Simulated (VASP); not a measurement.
# Br (Cmce) in VASP: further runs

The runs below take Br through single point, with r2SCAN.

Program: VASP 6.6.1. These are calculated values, not measurements. Logs are shortened: lines on timing, memory, paths and dates and some standing lists are left out, and cuts for length are marked.

## (1) The cell of the first run

The structure is orthorhombic, space group Cmce (No. 64). Conventional cell: a = 6.816 Å, b = 4.077 Å, c = 8.404 Å, α = 90.00°, β = 90.00°, γ = 90.00°. Br (site symmetry m) has 3 Br at 2.25 to 3.04 Å within 3.1 Å.

## (2) Single point, r2SCAN (29.19 Å³/atom)

POSCAR

```
Br
1.0
    3.4077971733     -2.0387098071      0.0000000000
    3.4077971733      2.0387098071      0.0000000000
    0.0000000000      0.0000000000      8.4041326125
Br
4
Direct
    0.8608174960      0.1391825040      0.1157818232
    0.6391825040      0.3608174960      0.6157818232
    0.1391825040      0.8608174960      0.8842181768
    0.3608174960      0.6391825040      0.3842181768
```

INCAR.step1

```
SYSTEM = Br
ALGO = Normal
EDIFF = 1E-4
ENCUT = 520
GGA = PE
ISMEAR = -1
LASPH = .True.
LCHARG = .False.
LREAL = .False.
LWAVE = .True.
NBANDS = 22
NELM = 80
PREC = Accurate
SIGMA = 0.05
```

INCAR.step2

```
SYSTEM = Br
ALGO = Normal
EDIFF = 1E-6
ENCUT = 520
ISIF = 2
ISMEAR = -1
ISTART = 1
LASPH = .True.
LCHARG = .True.
LELF = .True.
LMIXTAU = .True.
LREAL = .False.
LVHAR = .True.
LWAVE = .False.
METAGGA = R2SCAN
NBANDS = 22
NELM = 80
PREC = Accurate
SIGMA = 0.05
```

KPOINTS

```
k-points
0
Gamma
  8 8 4
  0 0 0
```

Potentials or basis: VASP PAW PBE potentials, release 64 (Br).

Launch:

```
$ cat potpaw_PBE.64/Br/POTCAR > POTCAR
$ cp INCAR.step1 INCAR
$ mpirun -np 1 vasp_std > vasp.out
$ cp INCAR.step2 INCAR
$ mpirun -np 1 vasp_std > vasp.out
```

OUTCAR:

```text
SYSTEM = Br
   EDIFF = 1E-6
   ENCUT = 520
   ISIF = 2
   ISMEAR = -1
   ISTART = 1
   LASPH = .True.
   LREAL = .False.
   METAGGA = R2SCAN
   NELM = 80
   PREC = Accurate

 ion  position               nearest neighbor table
   1  0.861  0.139  0.116-   3 2.25
   2  0.639  0.361  0.616-   4 2.25
   3  0.139  0.861  0.884-   1 2.25
   4  0.361  0.639  0.384-   2 2.25

  LATTYP: Found a base centered orthorhombic cell.
 ALAT       =     4.0774196142
 B/A-ratio  =     1.6715459755
 C/A-ratio  =     2.0611399875

  Lattice vectors:

 A1 = (  -3.4077971733,  -2.0387098071,   0.0000000000)
 A2 = (   3.4077971733,  -2.0387098071,   0.0000000000)
 A3 = (   0.0000000000,   0.0000000000,   8.4041326125)

Analysis of symmetry for initial positions (statically):
=====================================================================
 Subroutine PRICEL returns:
 Original cell was already a primitive cell.

 Routine SETGRP: Setting up the symmetry group for a
 base centered orthorhombic supercell.

 Subroutine GETGRP returns: Found  8 space group operations
 (whereof  4 operations were pure point group operations)
 out of a pool of  8 trial point group operations.

The static configuration has the point symmetry C_2h.
 The point group associated with its full space group is D_2h.

Analysis of symmetry for dynamics (positions and initial velocities):
=====================================================================
 Subroutine PRICEL returns:
 Original cell was already a primitive cell.

 Routine SETGRP: Setting up the symmetry group for a
 base centered orthorhombic supercell.

 Subroutine GETGRP returns: Found  8 space group operations
 (whereof  4 operations were pure point group operations)
 out of a pool of  8 trial point group operations.

The dynamic configuration has the point symmetry C_2h.
 The point group associated with its full space group is D_2h.

 Subroutine INISYM returns: Found  8 space group operations
 (whereof  4 operations are pure point group operations),
 and found     1 'primitive' translations

----------------------------------------------------------------------------------------

                                     Primitive cell

  volume of cell :     116.7756

  direct lattice vectors                    reciprocal lattice vectors
     3.407797173 -2.038709807  0.000000000     0.146722347 -0.245253149  0.000000000
     3.407797173  2.038709807  0.000000000     0.146722347  0.245253149  0.000000000
     0.000000000  0.000000000  8.404132612     0.000000000  0.000000000  0.118989079

  length of vectors
     3.971072809  3.971072809  8.404132612     0.285791102  0.285791102  0.118989079

  position of ions in fractional coordinates (direct lattice)
     0.860817496  0.139182504  0.115781823
     0.639182504  0.360817496  0.615781823
     0.139182504  0.860817496  0.884218177
     0.360817496  0.639182504  0.384218177

  ion indices of the primitive-cell ions
   primitive index   ion index
                 1           1
                 2           2
                 3           3
                 4           4

----------------------------------------------------------------------------------------

 KPOINTS: k-points

Automatic generation of k-mesh.
 Grid dimensions read from file:
 generate k-points for:    8    8    4

 Generating k-lattice:

  Cartesian coordinates                     Fractional coordinates (reciprocal lattice)
     0.018340293 -0.030656644  0.000000000     0.125000000 -0.000000000  0.000000000
     0.018340293  0.030656644  0.000000000    -0.000000000  0.125000000  0.000000000
     0.000000000  0.000000000  0.029747270     0.000000000  0.000000000  0.250000000

  Length of vectors
     0.035723888  0.035723888  0.029747270

  Shift w.r.t. Gamma in fractional coordinates (k-lattice)
     0.000000000  0.000000000  0.000000000

 Subroutine IBZKPT returns following result:
 ===========================================

 Found     63 irreducible k-points:

 Following reciprocal coordinates:
            Coordinates               Weight
  0.000000  0.000000  0.000000      1.000000
  0.125000 -0.000000  0.000000      4.000000
  0.250000 -0.000000  0.000000      4.000000
  0.375000 -0.000000  0.000000      4.000000
  0.500000 -0.000000  0.000000      2.000000
  0.125000  0.125000  0.000000      2.000000
[... 16 lines left out ...]
  0.125000 -0.000000  0.250000      8.000000
  0.250000 -0.000000  0.250000      8.000000
 [... further k-points ...]
   k-points           NKPTS =     63   k-points in BZ     NKDIM =     63   number of bands    NBANDS=     22
   number of dos      NEDOS =    301   number of ions     NIONS =      4
   total plane-waves  NPLWV =  57600
   dimension x,y,z NGX =    30 NGY =   30 NGZ =   64
   dimension x,y,z NGXF=    60 NGYF=   60 NGZF=  128
   ions per type =               4
   NGX,Y,Z   is equivalent  to a cutoff of  12.56, 12.56, 12.66 a.u.
   NGXF,Y,Z  is equivalent  to a cutoff of  25.12, 25.12, 25.32 a.u.
 SYSTEM =  Br
   PREC   = accura    normal or accurate (medium, high low for compatibility)
   ISTART =      1    job   : 0-new  1-cont  2-samecut
   ICHARG =      0    charge: 1-file 2-atom 10-const
   ISPIN  =      1    spin polarized calculation?
   LNONCOLLINEAR =      F non collinear calculations
   LSORBIT =      F    spin-orbit coupling
   LASPH  =      T    aspherical Exc in radial PAW
   ENCUT  =  520.0 eV  38.22 Ry    6.18 a.u.   7.38  7.38 15.63*2*pi/ulx,y,z
   NELM   =     80;   NELMIN=  2; NELMDL=  0     # of ELM steps
   EDIFF  = 0.1E-05   stopping-criterion for ELM
   LREAL  =      F    real-space projection
   EDIFFG = 0.1E-04   stopping-criterion for IOM
   NSW    =      0    number of steps for IOM
   IBRION =     -1    ionic relax: 0-MD 1-quasi-New 2-CG
   NFREE  =      0    steps in history (QN), initial steepest desc. (CG)
   ISIF   =      2    stress and relaxation
   ISYM   =      2    0-nonsym 1-usesym 2-fastsym
   POTIM  = 0.5000    time-step for ionic-motion
   TEBEG  =    0.0;   TEEND  =   0.0 temperature during run
   PSTRESS=    0.0 pullay stress
   NELECT =      28.0000    total number of electrons
   NUPDOWN=      -1.0000    fix difference up-down
   EMIN   =  10.00;   EMAX   =-10.00  energy-range for DOS
   EFERMI =   0.00;   METHOD = LEGACY
   ISMEAR =    -1;   SIGMA  =   0.05  broadening in eV -4-tet -1-fermi 0-gaus
   EFERMI_NEDOS =   21; number of points for ismear=-14 and -15
   IALGO  =     38    algorithm
   IMIX   =      4    mixing-type and parameters
     AMIX     =   0.40;   BMIX     =  1.00
     AMIX_MAG =   1.60;   BMIX_MAG =  1.00
  volume/ion in A,a.u.               =      29.19       197.01
  Fermi-wavevector in a.u.,A,eV,Ry     =   1.017053  1.921951 14.073817  1.034396
  Thomas-Fermi vector in A             =   2.150432
   LORBIT       =      0    0 simple, 1 ext, 2 COOP (PROOUT), +10 PAW based schemes
   METAGGA = R2SCAN    functional components
   LHFCALC =     F    Hartree Fock is set to
   AEXX    =    0.0000 exact exchange contribution
   IVDW    =     0    specifies the selected vdW correction
   LEPSILON=     F    determine dielectric tensor
   LRPA    =     F    only Hartree local field effects (RPA)
 non-spin polarized calculation
  energy-cutoff  :      520.00
  volume of cell :      116.78
 maximum number of plane-waves:      3172
 NGX is ok and might be reduce to    30
   NGX = 15   NGY = 15   NGZ = 31

 number of electron      28.0000003 magnetization

 Free energy of the ion-electron system (eV)
  ---------------------------------------------------
  ext. energy  EPLUGINS =         0.00000000
  ---------------------------------------------------
  free energy    TOTEN  =       -52.80131482 eV

  energy without entropy =      -52.80131482  energy(sigma->0) =      -52.80131482

 E-fermi :   1.7243     XC(G=0):  -8.9863

 val. band max:        0.6949188384   @ k =   0.0000   0.0000   0.0000
 cond. band min:       2.7591040465   @ k =   0.5000   0.5000   0.0000
 fundamental gap:      2.0641852081
 Fermi energy:         1.7242808853

 k-point     1 :       0.0000    0.0000    0.0000
  band No.  band energies     occupation
      1     -16.6434      2.00000
      2     -16.0119      2.00000
      3     -13.6172      2.00000
      4     -12.1751      2.00000
      5      -5.3017      2.00000
      6      -3.3971      2.00000
[... 14 lines left out ...]
     21      10.7049      0.00000
     22      11.0864      0.00000

 k-point     2 :       0.1250   -0.0000    0.0000
  band No.  band energies     occupation
      1     -16.5835      2.00000
      2     -15.9921      2.00000
      3     -13.5633      2.00000
      4     -12.2376      2.00000
      5      -5.2952      2.00000
      6      -3.5720      2.00000
[... 14 lines left out ...]
     21      10.3317      0.00000
     22      10.7927      0.00000

 k-point     3 :       0.2500   -0.0000    0.0000
  band No.  band energies     occupation
      1     -16.4225      2.00000
      2     -15.9537      2.00000
      3     -13.4133      2.00000
      4     -12.4132      2.00000
      5      -5.3027      2.00000
      6      -4.1175      2.00000
[... 14 lines left out ...]
     21      10.3281      0.00000
     22      10.9069      0.00000

 k-point     4 :       0.3750   -0.0000    0.0000
  band No.  band energies     occupation
      1     -16.2150      2.00000
      2     -15.9514      2.00000
      3     -13.1956      2.00000
      4     -12.6642      2.00000
      5      -5.3111      2.00000
      6      -4.7500      2.00000
[... 14 lines left out ...]
     21      10.8023      0.00000
     22      12.1661      0.00000

 k-point     5 :       0.5000   -0.0000    0.0000
  band No.  band energies     occupation
      1     -16.0380      2.00000
      2     -16.0380      2.00000
      3     -12.9381      2.00000
      4     -12.9381      2.00000
      5      -5.1682      2.00000
      6      -5.1682      2.00000
[... 14 lines left out ...]
     21      12.0859      0.00000
     22      12.0859      0.00000

 k-point     6 :       0.1250    0.1250    0.0000
  band No.  band energies     occupation
      1     -16.6053      2.00000
      2     -15.9840      2.00000
      3     -13.5806      2.00000
      4     -12.1680      2.00000
      5      -5.2701      2.00000
      6      -3.4306      2.00000
[... 14 lines left out ...]
     21      10.6867      0.00000
     22      10.8888      0.00000

 k-point     7 :       0.2500    0.1250    0.0000
  band No.  band energies     occupation
      1     -16.5157      2.00000
      2     -15.9446      2.00000
      3     -13.4980      2.00000
      4     -12.2293      2.00000
      5      -5.2431      2.00000
      6      -3.6404      2.00000
[... 324 lines left out ...]
      6      -4.3249      2.00000
[... 14 lines left out ...]
     21      10.8517      0.00000
     22      10.9959      0.00000

 k-point    21 :       0.5000    0.5000    0.0000
  band No.  band energies     occupation
      1     -16.3715      2.00000
      2     -15.8147      2.00000
      3     -13.3567      2.00000
      4     -12.1265      2.00000
      5      -5.0436      2.00000
      6      -3.9265      2.00000
[... 14 lines left out ...]
     21      11.7806      0.00000
     22      12.1612      0.00000

 k-point    22 :       0.0000    0.0000    0.2500
  band No.  band energies     occupation
      1     -16.5724      2.00000
      2     -16.1360      2.00000
      3     -13.3911      2.00000
      4     -12.3855      2.00000
      5      -5.0525      2.00000
      6      -3.7615      2.00000
[... 14 lines left out ...]
     21      10.6090      0.00000
     22      10.7881      0.00000

 k-point    23 :       0.1250   -0.0000    0.2500
  band No.  band energies     occupation
      1     -16.5159      2.00000
      2     -16.1061      2.00000
      3     -13.3555      2.00000
      4     -12.4294      2.00000
      5      -5.0773      2.00000
      6      -3.9110      2.00000
[... 14 lines left out ...]
     21      10.3116      0.00000
     22      10.6308      0.00000

 k-point    24 :       0.2500   -0.0000    0.2500
  band No.  band energies     occupation
      1     -16.3663      2.00000
      2     -16.0389      2.00000
      3     -13.2580      2.00000
      4     -12.5561      2.00000
      5      -5.1376      2.00000
      6      -4.2568      2.00000
[... 14 lines left out ...]
     21      10.3612      0.00000
     22      10.5574      0.00000

 [... further k-points ...]

------------------------ aborting loop because EDIFF is reached ----------------------------------------

  FORCE on cell =-STRESS in cart. coord.  units (eV):
  Direction    XX          YY          ZZ          XY          YZ          ZX
  --------------------------------------------------------------------------------------
  -------------------------------------------------------------------------------------
  Total        0.5895676      3.5385295      7.3230695      0.0000000     -0.0000000      0.0000000
  in kB        8.0889498     48.5491204    100.4735381      0.0000000     -0.0000000      0.0000000
  external PRESSURE =      52.3705361 kB  Pullay stress =       0.0000000 kB

 VOLUME and BASIS-vectors are now :
 -----------------------------------------------------------------------------
  energy-cutoff  :      520.00
  volume of cell :      116.78
      direct lattice vectors                 reciprocal lattice vectors
     3.407797173 -2.038709807  0.000000000     0.146722347 -0.245253149  0.000000000
     3.407797173  2.038709807  0.000000000     0.146722347  0.245253149  0.000000000
     0.000000000  0.000000000  8.404132612     0.000000000  0.000000000  0.118989079

 POSITION                                       TOTAL-FORCE (eV/Angst)
 -----------------------------------------------------------------------------------
      3.40780     -1.47120      0.97305         0.000000      0.745288      1.015562
      3.40780     -0.56751      5.17511         0.000000     -0.745288      1.015562
      3.40780      1.47120      7.43109         0.000000     -0.745288     -1.015562
      3.40780      0.56751      3.22902         0.000000      0.745288     -1.015562
 -----------------------------------------------------------------------------------
    total drift:                                0.000000     -0.000000     -0.000000

  FREE ENERGIE OF THE ION-ELECTRON SYSTEM (eV)
  ---------------------------------------------------
  free  energy   TOTEN  =       -52.8013148194 eV

  energy  without entropy=      -52.8013148192  energy(sigma->0) =      -52.80131482
```

Wall time 7.2 min (1 thread of Intel Xeon Platinum 8259CL at 2.50GHz (Skylake/Cascade Lake), shared host); peak memory 0.31 GiB.

What came out:

```
Free energy            : -52.8013 eV
Pressure               : 5.2 GPa
Largest force          : 1.260 eV/Å
Band gap on the k mesh : 2.06 eV (least direct gap 2.08 eV)
```

Forces in eV/Å, atoms in the order of the input:
```
Br   0.000  0.745  1.016
Br   0.000 -0.745  1.016
Br   0.000 -0.745 -1.016
Br   0.000  0.745 -1.016
```

Levels at points of the mesh, in eV from the valence-band top:
```csv
k point,band 11,band 12,band 13,band 14,band 15,band 16,band 17,band 18
"(0.00, 0.00, 0.00)",-1.46,-0.60,-0.43,0.00,2.08,3.17,6.44,6.86
"(0.50, 0.00, 0.00)",-1.51,-1.51,-0.69,-0.69,3.23,3.23,7.06,7.06
"(0.50, 0.50, 0.00)",-2.25,-1.66,-0.71,-0.31,2.06,2.92,7.14,7.86
"(0.00, 0.00, 0.50)",-1.26,-1.26,-0.19,-0.19,2.44,2.44,7.00,7.00
"(0.50, 0.00, 0.50)",-0.94,-0.94,-0.06,-0.06,2.52,2.52,7.49,7.49
"(0.50, 0.50, 0.50)",-1.41,-1.41,-1.17,-1.17,2.32,2.32,8.34,8.34
```

Caveat: the stress differs along the axes, from 1 to 10 GPa; the PAW data sets were made with another functional, which shifts forces and pressure a little. A k mesh can miss the band edges.

## (3) Single point, r2SCAN (30.52 Å³/atom)

This run uses another cell than the first one, of 30.52 Å³/atom.

POSCAR

```
Br
1.0
    3.4586673175     -2.0691427984      0.0000000000
    3.4586673175      2.0691427984      0.0000000000
    0.0000000000      0.0000000000      8.5295859232
Br
4
Direct
    0.8608174960      0.1391825040      0.1157818232
    0.6391825040      0.3608174960      0.6157818232
    0.1391825040      0.8608174960      0.8842181768
    0.3608174960      0.6391825040      0.3842181768
```

INCAR.step1

```
PREC = Accurate
ENCUT = 520
ISMEAR = -1
SIGMA = 0.05
LREAL = F
LASPH = T
NELM = 80
NBANDS = 22
GGA = PE
ALGO = Normal
EDIFF = 1E-4
LWAVE = T
LCHARG = F
```

INCAR.step2

```
PREC = Accurate
ENCUT = 520
EDIFF = 1E-7
ISMEAR = -1
SIGMA = 0.05
LREAL = F
LASPH = T
NELM = 80
ALGO = Normal
ISIF = 2
LWAVE = F
LCHARG = T
METAGGA = R2SCAN
LMIXTAU = T
LELF = T
LVHAR = T
NBANDS = 22
ISTART = 1
```

KPOINTS

```
Automatic mesh
0
Gamma
  8 8 4
```

Potentials or basis: VASP PAW PBE potentials, release 64 (Br).

Launch:

```
$ cat potpaw_PBE.64/Br/POTCAR > POTCAR
$ cp INCAR.step1 INCAR
$ mpirun -np 1 vasp_std > vasp.out
$ cp INCAR.step2 INCAR
$ mpirun -np 1 vasp_std > vasp.out
```

OUTCAR:

```text
PREC = Accurate
   ENCUT = 520
   EDIFF = 1E-7
   ISMEAR = -1
   LREAL = F
   LASPH = T
   NELM = 80
   ISIF = 2
   METAGGA = R2SCAN
   ISTART = 1

 ion  position               nearest neighbor table
   1  0.861  0.139  0.116-   3 2.29
   2  0.639  0.361  0.616-   4 2.29
   3  0.139  0.861  0.884-   1 2.29
   4  0.361  0.639  0.384-   2 2.29

  LATTYP: Found a base centered orthorhombic cell.
 ALAT       =     4.1382855968
 B/A-ratio  =     1.6715459755
 C/A-ratio  =     2.0611399875
[... 797 lines left out ...]

  FORCE on cell =-STRESS in cart. coord.  units (eV):
  Direction    XX          YY          ZZ          XY          YZ          ZX
  --------------------------------------------------------------------------------------
  -------------------------------------------------------------------------------------
  Total        0.3429224      2.1406769      4.4812910      0.0000000      0.0000000      0.0000000
  in kB        4.5003804     28.0934133     58.8107247      0.0000000      0.0000000      0.0000000
  external PRESSURE =      30.4681728 kB  Pullay stress =       0.0000000 kB

 VOLUME and BASIS-vectors are now :
 -----------------------------------------------------------------------------
  energy-cutoff  :      520.00
  volume of cell :      122.08
      direct lattice vectors                 reciprocal lattice vectors
     3.458667317 -2.069142798  0.000000000     0.144564352 -0.241645961  0.000000000
     3.458667317  2.069142798  0.000000000     0.144564352  0.241645961  0.000000000
     0.000000000  0.000000000  8.529585923     0.000000000  0.000000000  0.117238985

 POSITION                                       TOTAL-FORCE (eV/Angst)
 -----------------------------------------------------------------------------------
      3.45867     -1.49317      0.98757         0.000000      0.457137      0.624433
      3.45867     -0.57598      5.25236         0.000000     -0.457137      0.624433
      3.45867      1.49317      7.54201         0.000000     -0.457137     -0.624433
      3.45867      0.57598      3.27722         0.000000      0.457137     -0.624433
 -----------------------------------------------------------------------------------
    total drift:                               -0.000000      0.000000     -0.000000

  FREE ENERGIE OF THE ION-ELECTRON SYSTEM (eV)
  ---------------------------------------------------
  free  energy   TOTEN  =       -52.9375691266 eV

  energy  without entropy=      -52.9375691258  energy(sigma->0) =      -52.93756913
```

Wall time 7.8 min (1 thread of Intel Xeon Platinum 8259CL at 2.50GHz (Skylake/Cascade Lake), shared host); peak memory 0.31 GiB.

What came out:

```
Free energy            : -52.9376 eV
Pressure               : 3.0 GPa
Largest force          : 0.774 eV/Å
Band gap on the k mesh : 1.93 eV
```

Forces on the atoms (eV/Å):
```
Br   0.000  0.457  0.624
Br   0.000 -0.457  0.624
Br   0.000 -0.457 -0.624
Br   0.000  0.457 -0.624
```

Stress tensor (GPa, compression positive):
```
0.45 0.00 0.00
0.00 2.81 0.00
0.00 0.00 5.88
```

Caveat: the stress differs along the axes, from 0 to 6 GPa; the PAW data sets were made with another functional, which shifts forces and pressure a little. A k mesh can miss the band edges.

[end of part 1 of 2]
